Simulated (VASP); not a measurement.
# Al3InAs4 (P-43m) in VASP: further runs

Runs on Al3InAs4. Level: PBE. Tasks: single point.

All numbers are computed with VASP 6.6.1; they aren't measurements. Logs are shortened: lines on timing, memory, paths and dates and some standing lists are left out, and cuts for length are marked.

### Step 1. The cell of the first run

Symmetry: P-43m, No. 215, cubic system. The conventional cell has a = 5.655 Å, b = 5.655 Å, c = 5.655 Å, α = 90.00°, β = 90.00°, γ = 90.00°. Within 3.2 Å of Al (site symmetry -42m) lie 4 As at 2.41 Å. Within 3.4 Å of In (site symmetry -43m) lie 4 As at 2.56 Å. Within 3.2 Å of As (site symmetry 3m) lie 3 Al at 2.41 Å and 1 In at 2.56 Å.

### Step 2. Single point, PBE (volume scaled by 0.91, then relaxed in part)

INCAR

```
SYSTEM = Al3InAs4
PREC     = Accurate       ! precision mode
ENCUT    = 520            ! plane-wave cutoff, eV
EDIFF    = 1E-6           ! SCF threshold, eV
ISMEAR   = 0              ! smearing method
SIGMA    = 0.02           ! smearing width, eV
LREAL    = .FALSE.        ! projectors in reciprocal space
LASPH    = .TRUE.         ! aspherical terms in the spheres
NELM     = 60             ! most SCF steps
ALGO     = Normal         ! electronic algorithm
ISIF     = 2              ! what is computed and relaxed
LWAVE    = .FALSE.        ! write WAVECAR
LCHARG   = .FALSE.        ! write CHGCAR
GGA      = PE             ! functional
NBANDS   = 31             ! bands
```

KPOINTS

```
Automatic mesh
0
G
  6 6 6
  0 0 0
```

POSCAR

```
Al3InAs4
1.0
    5.6548912713      0.0000000000      0.0000000000
    0.0000000000      5.6548912713      0.0000000000
    0.0000000000      0.0000000000      5.6548912713
Al In As
3 1 4
Direct
    0.5000000000      0.0000000000      0.0000000000
    0.0000000000      0.0000000000      0.5000000000
    0.0000000000      0.5000000000      0.0000000000
    0.5000000000      0.5000000000      0.5000000000
    0.7612361977      0.2387638023      0.7612361977
    0.7612361977      0.7612361977      0.2387638023
    0.2387638023      0.2387638023      0.2387638023
    0.2387638023      0.7612361977      0.7612361977
```

Potentials or basis: VASP PAW PBE potentials, release 64 (Al, In_d, As).

On the command line:

```sh
> cat potpaw_PBE.64/Al/POTCAR potpaw_PBE.64/In_d/POTCAR potpaw_PBE.64/As/POTCAR > POTCAR
> mpirun -np 1 vasp_std > vasp.out
```

OUTCAR:

```text
SYSTEM = Al3InAs4
   PREC = Accurate
   ENCUT = 520
   EDIFF = 1E-6
   ISMEAR = 0
   LREAL = .FALSE.
   LASPH = .TRUE.
   NELM = 60
   ISIF = 2
   GGA = PE

 ion  position               nearest neighbor table
   1  0.500  0.000  0.000-   5 2.41   6 2.41   7 2.41   8 2.41
   2  0.000  0.000  0.500-   5 2.41   6 2.41   7 2.41   8 2.41
   3  0.000  0.500  0.000-   5 2.41   6 2.41   7 2.41   8 2.41
   4  0.500  0.500  0.500-   5 2.56   6 2.56   7 2.56   8 2.56
   5  0.761  0.239  0.761-   1 2.41   2 2.41   3 2.41   4 2.56
   6  0.761  0.761  0.239-   1 2.41   2 2.41   3 2.41   4 2.56
   7  0.239  0.239  0.239-   1 2.41   2 2.41   3 2.41   4 2.56
   8  0.239  0.761  0.761-   1 2.41   2 2.41   3 2.41   4 2.56

  LATTYP: Found a simple cubic cell.
 ALAT       =     5.6548912713

  Lattice vectors:

 A1 = (   5.6548912713,   0.0000000000,   0.0000000000)
 A2 = (   0.0000000000,   5.6548912713,   0.0000000000)
 A3 = (   0.0000000000,   0.0000000000,   5.6548912713)

Analysis of symmetry for initial positions (statically):
=====================================================================
 Subroutine PRICEL returns:
 Original cell was already a primitive cell.

 Routine SETGRP: Setting up the symmetry group for a
 simple cubic supercell.

 Subroutine GETGRP returns: Found 24 space group operations
 (whereof 24 operations were pure point group operations)
 out of a pool of 48 trial point group operations.

The static configuration has the point symmetry T_d .

Analysis of symmetry for dynamics (positions and initial velocities):
=====================================================================
 Subroutine PRICEL returns:
 Original cell was already a primitive cell.

 Routine SETGRP: Setting up the symmetry group for a
 simple cubic supercell.

 Subroutine GETGRP returns: Found 24 space group operations
 (whereof 24 operations were pure point group operations)
 out of a pool of 48 trial point group operations.

The dynamic configuration has the point symmetry T_d .

 Subroutine INISYM returns: Found 24 space group operations
 (whereof 24 operations are pure point group operations),
 and found     1 'primitive' translations

----------------------------------------------------------------------------------------

                                     Primitive cell

  volume of cell :     180.8310

  direct lattice vectors                    reciprocal lattice vectors
     5.654891271  0.000000000  0.000000000     0.176838060  0.000000000  0.000000000
     0.000000000  5.654891271  0.000000000     0.000000000  0.176838060  0.000000000
     0.000000000  0.000000000  5.654891271     0.000000000  0.000000000  0.176838060

  length of vectors
     5.654891271  5.654891271  5.654891271     0.176838060  0.176838060  0.176838060

  position of ions in fractional coordinates (direct lattice)
     0.500000000  0.000000000  0.000000000
     0.000000000  0.000000000  0.500000000
     0.000000000  0.500000000  0.000000000
     0.500000000  0.500000000  0.500000000
     0.761236198  0.238763802  0.761236198
     0.761236198  0.761236198  0.238763802
     0.238763802  0.238763802  0.238763802
     0.238763802  0.761236198  0.761236198

  ion indices of the primitive-cell ions
   primitive index   ion index
                 1           1
                 2           2
                 3           3
                 4           4
                 5           5
                 6           6
                 7           7
                 8           8

----------------------------------------------------------------------------------------

 KPOINTS: Automatic mesh

Automatic generation of k-mesh.
 Grid dimensions read from file:
 generate k-points for:    6    6    6

 Generating k-lattice:

  Cartesian coordinates                     Fractional coordinates (reciprocal lattice)
     0.029473010  0.000000000  0.000000000     0.166666667  0.000000000  0.000000000
     0.000000000  0.029473010  0.000000000     0.000000000  0.166666667  0.000000000
     0.000000000  0.000000000  0.029473010     0.000000000  0.000000000  0.166666667

  Length of vectors
     0.029473010  0.029473010  0.029473010

  Shift w.r.t. Gamma in fractional coordinates (k-lattice)
     0.000000000  0.000000000  0.000000000

 Subroutine IBZKPT returns following result:
 ===========================================

 Found     20 irreducible k-points:

 Following reciprocal coordinates:
            Coordinates               Weight
  0.000000  0.000000  0.000000      1.000000
  0.166667  0.000000  0.000000      6.000000
  0.333333  0.000000  0.000000      6.000000
  0.500000  0.000000  0.000000      3.000000
  0.166667  0.166667  0.000000     12.000000
  0.333333  0.166667  0.000000     24.000000
[... 12 lines left out ...]
  0.500000  0.500000  0.333333      6.000000
  0.500000  0.500000  0.500000      1.000000
   k-points           NKPTS =     20   k-points in BZ     NKDIM =     20   number of bands    NBANDS=     31
   number of dos      NEDOS =    301   number of ions     NIONS =      8
   total plane-waves  NPLWV =  74088
   dimension x,y,z NGX =    42 NGY =   42 NGZ =   42
   dimension x,y,z NGXF=    84 NGYF=   84 NGZF=   84
   ions per type =               3   1   4
   NGX,Y,Z   is equivalent  to a cutoff of  12.35, 12.35, 12.35 a.u.
   NGXF,Y,Z  is equivalent  to a cutoff of  24.69, 24.69, 24.69 a.u.
 SYSTEM =  Al3InAs4
   PREC   = accura    normal or accurate (medium, high low for compatibility)
   ISTART =      0    job   : 0-new  1-cont  2-samecut
   ICHARG =      2    charge: 1-file 2-atom 10-const
   ISPIN  =      1    spin polarized calculation?
   LNONCOLLINEAR =      F non collinear calculations
   LSORBIT =      F    spin-orbit coupling
   LASPH  =      T    aspherical Exc in radial PAW
   ENCUT  =  520.0 eV  38.22 Ry    6.18 a.u.  10.51 10.51 10.51*2*pi/ulx,y,z
   NELM   =     60;   NELMIN=  2; NELMDL= -5     # of ELM steps
   EDIFF  = 0.1E-05   stopping-criterion for ELM
   LREAL  =      F    real-space projection
   EDIFFG = 0.1E-04   stopping-criterion for IOM
   NSW    =      0    number of steps for IOM
   IBRION =     -1    ionic relax: 0-MD 1-quasi-New 2-CG
   NFREE  =      0    steps in history (QN), initial steepest desc. (CG)
   ISIF   =      2    stress and relaxation
   ISYM   =      2    0-nonsym 1-usesym 2-fastsym
   POTIM  = 0.5000    time-step for ionic-motion
   TEBEG  =    0.0;   TEEND  =   0.0 temperature during run
   PSTRESS=    0.0 pullay stress
   NELECT =      42.0000    total number of electrons
   NUPDOWN=      -1.0000    fix difference up-down
   EMIN   =  10.00;   EMAX   =-10.00  energy-range for DOS
   EFERMI =   0.00;   METHOD = LEGACY
   ISMEAR =     0;   SIGMA  =   0.02  broadening in eV -4-tet -1-fermi 0-gaus
   EFERMI_NEDOS =   21; number of points for ismear=-14 and -15
   IALGO  =     38    algorithm
   IMIX   =      4    mixing-type and parameters
     AMIX     =   0.40;   BMIX     =  1.00
     AMIX_MAG =   1.60;   BMIX_MAG =  1.00
  volume/ion in A,a.u.               =      22.60       152.54
  Fermi-wavevector in a.u.,A,eV,Ry     =   1.006314  1.901658 13.778193  1.012669
  Thomas-Fermi vector in A             =   2.139049
   LORBIT       =      0    0 simple, 1 ext, 2 COOP (PROOUT), +10 PAW based schemes
   GGA     = PE    functional components
   LHFCALC =     F    Hartree Fock is set to
   AEXX    =    0.0000 exact exchange contribution
   IVDW    =     0    specifies the selected vdW correction
   LEPSILON=     F    determine dielectric tensor
   LRPA    =     F    only Hartree local field effects (RPA)
 non-spin polarized calculation
 Gauss-broadening in eV      SIGMA  =   0.02
  energy-cutoff  :      520.00
  volume of cell :      180.83
 maximum number of plane-waves:      4945
   NGX = 21   NGY = 21   NGZ = 21

 number of electron      41.9999999 magnetization

 Free energy of the ion-electron system (eV)
  ---------------------------------------------------
  ext. energy  EPLUGINS =         0.00000000
  ---------------------------------------------------
  free energy    TOTEN  =       -35.39870306 eV

  energy without entropy =      -35.39870306  energy(sigma->0) =      -35.39870306

 E-fermi :   4.6513     XC(G=0):  -9.2973

 val. band max:        4.5258046379   @ k =   0.0000   0.0000   0.0000
 cond. band min:       6.0594240553   @ k =   0.0000   0.0000   0.0000
 fundamental gap:      1.5336194174
 Fermi energy:         4.6513113716

 k-point     1 :       0.0000    0.0000    0.0000
  band No.  band energies     occupation
      1      -9.5909      2.00000
      2      -9.5909      2.00000
      3      -9.5909      2.00000
      4      -9.4311      2.00000
      5      -9.4311      2.00000
      6      -7.6162      2.00000
[... 23 lines left out ...]
     30       8.8740      0.00000
     31       8.8740      0.00000

 k-point     2 :       0.1667    0.0000    0.0000
  band No.  band energies     occupation
      1      -9.5931      2.00000
      2      -9.5919      2.00000
      3      -9.5919      2.00000
      4      -9.4309      2.00000
      5      -9.4303      2.00000
      6      -7.5152      2.00000
[... 23 lines left out ...]
     30       9.2942      0.00000
     31       9.2942      0.00000

 k-point     3 :       0.3333    0.0000    0.0000
  band No.  band energies     occupation
      1      -9.5975      2.00000
      2      -9.5939      2.00000
      3      -9.5939      2.00000
      4      -9.4306      2.00000
      5      -9.4287      2.00000
      6      -7.2212      2.00000
[... 567 lines left out ...]
     30       9.5325      0.00000
     31       9.5343      0.00000

 k-point    20 :       0.5000    0.5000    0.5000
  band No.  band energies     occupation
      1      -9.6054      2.00000
      2      -9.6054      2.00000
      3      -9.6054      2.00000
      4      -9.4252      2.00000
      5      -9.4252      2.00000
      6      -6.1785      2.00000
[... 23 lines left out ...]
     30       9.3288      0.00000
     31       9.3288      0.00000

------------------------ aborting loop because EDIFF is reached ----------------------------------------

  FORCE on cell =-STRESS in cart. coord.  units (eV):
  Direction    XX          YY          ZZ          XY          YZ          ZX
  --------------------------------------------------------------------------------------
  -------------------------------------------------------------------------------------
  Total        8.3779236      8.3779236      8.3779236      0.0000000     -0.0000000      0.0000000
  in kB       74.2291011     74.2291011     74.2291011      0.0000000     -0.0000000      0.0000000
  external PRESSURE =      74.2291011 kB  Pullay stress =       0.0000000 kB

 VOLUME and BASIS-vectors are now :
 -----------------------------------------------------------------------------
  energy-cutoff  :      520.00
  volume of cell :      180.83
      direct lattice vectors                 reciprocal lattice vectors
     5.654891271  0.000000000  0.000000000     0.176838060  0.000000000  0.000000000
     0.000000000  5.654891271  0.000000000     0.000000000  0.176838060  0.000000000
     0.000000000  0.000000000  5.654891271     0.000000000  0.000000000  0.176838060

 POSITION                                       TOTAL-FORCE (eV/Angst)
 -----------------------------------------------------------------------------------
      2.82745      0.00000      0.00000        -0.000000      0.000000      0.000000
      0.00000      0.00000      2.82745         0.000000     -0.000000      0.000000
      0.00000      2.82745      0.00000         0.000000     -0.000000      0.000000
      2.82745      2.82745      2.82745        -0.000000      0.000000      0.000000
      4.30471      1.35018      4.30471         0.004989     -0.004989      0.004989
      4.30471      4.30471      1.35018         0.004989      0.004989     -0.004989
      1.35018      1.35018      1.35018        -0.004989     -0.004989     -0.004989
      1.35018      4.30471      4.30471        -0.004989      0.004989      0.004989
 -----------------------------------------------------------------------------------
    total drift:                                0.000000      0.000000     -0.000000

  FREE ENERGIE OF THE ION-ELECTRON SYSTEM (eV)
  ---------------------------------------------------
  free  energy   TOTEN  =       -35.3987030592 eV

  energy  without entropy=      -35.3987030592  energy(sigma->0) =      -35.39870306
```

Wall time 1.9 min (1 thread of Intel Xeon 6975P-C, shared host); peak memory 0.32 GiB.

Results:

```
Free energy            : -35.3987 eV
Pressure               : 7.4 GPa
Largest force          : 0.009 eV/Å
Band gap on the k mesh : 1.53 eV, direct
```

Forces in eV/Å, atoms in the order of the input:
```
Al   0.000  0.000  0.000
Al   0.000  0.000  0.000
Al   0.000  0.000  0.000
In   0.000  0.000  0.000
As   0.005 -0.005  0.005
As   0.005  0.005 -0.005
As  -0.005 -0.005 -0.005
As  -0.005  0.005  0.005
```

Caveat: spin-orbit coupling is left out, which moves the levels of the heavy elements. A k mesh can miss the band edges.

### Step 3. Single point, PBE (volume scaled by 0.94, then relaxed in part)

INCAR

```
SYSTEM = Al3InAs4
PREC = Accurate
ENCUT = 520
EDIFF = 1E-6
ISMEAR = 0
SIGMA = 0.02
LREAL = .False.
LASPH = .True.
NELM = 80
ALGO = Normal
ISIF = 2
LWAVE = .False.
LCHARG = .True.
GGA = PE
LELF = .True.
LVHAR = .True.
NBANDS = 31
```

KPOINTS

```
Automatic mesh
0
Gamma
  6 6 6
  0 0 0
```

POSCAR: that of step 2 with these lines changed.

```diff
@@ -2,5 +2,5 @@
 1.0
-    5.6548912713      0.0000000000      0.0000000000
-    0.0000000000      5.6548912713      0.0000000000
-    0.0000000000      0.0000000000      5.6548912713
+    5.7163622967      0.0000000000      0.0000000000
+    0.0000000000      5.7163622967      0.0000000000
+    0.0000000000      0.0000000000      5.7163622967
 Al In As
```

Potentials or basis: VASP PAW PBE potentials, release 64 (Al, In_d, As).

On the command line:

```sh
> cat potpaw_PBE.64/Al/POTCAR potpaw_PBE.64/In_d/POTCAR potpaw_PBE.64/As/POTCAR > POTCAR
> mpirun -np 1 vasp_std > vasp.out
```

It took 2.5 min on 1 thread of Intel Xeon 6975P-C, shared host; peak memory 0.38 GiB.

It converged, with:

| Property | Result |
| --- | --- |
| Free energy | -35.6213 eV |
| Pressure | 4.6 GPa |
| Largest force | 0.019 eV/Å |
| Band gap on the k mesh | 1.57 eV, direct |

Forces on the atoms (eV/Å):
```
Al   0.000  0.000  0.000
Al   0.000  0.000  0.000
Al   0.000  0.000  0.000
In   0.000  0.000  0.000
As  -0.011  0.011 -0.011
As  -0.011 -0.011  0.011
As   0.011  0.011  0.011
As   0.011 -0.011 -0.011
```

Levels at points of the mesh, in eV from the valence-band top:
```csv
k point,band 17,band 18,band 19,band 20,band 21,band 22,band 23,band 24,band 25,band 26
"(0.00, 0.00, 0.00)",-2.18,-2.18,0.00,0.00,0.00,1.57,1.57,1.57,1.58,1.71
"(0.50, 0.00, 0.00)",-2.91,-1.53,-1.53,-1.13,-1.13,2.39,2.66,3.44,3.62,4.32
"(0.50, 0.50, 0.00)",-2.83,-1.30,-0.91,-0.72,-0.72,3.08,3.08,3.29,3.68,5.42
"(0.50, 0.50, 0.50)",-1.01,-1.01,-0.52,-0.52,-0.52,1.64,2.01,2.01,2.01,4.43
```

Caveat: spin-orbit coupling is left out, which moves the levels of the heavy elements. A k mesh can miss the band edges.
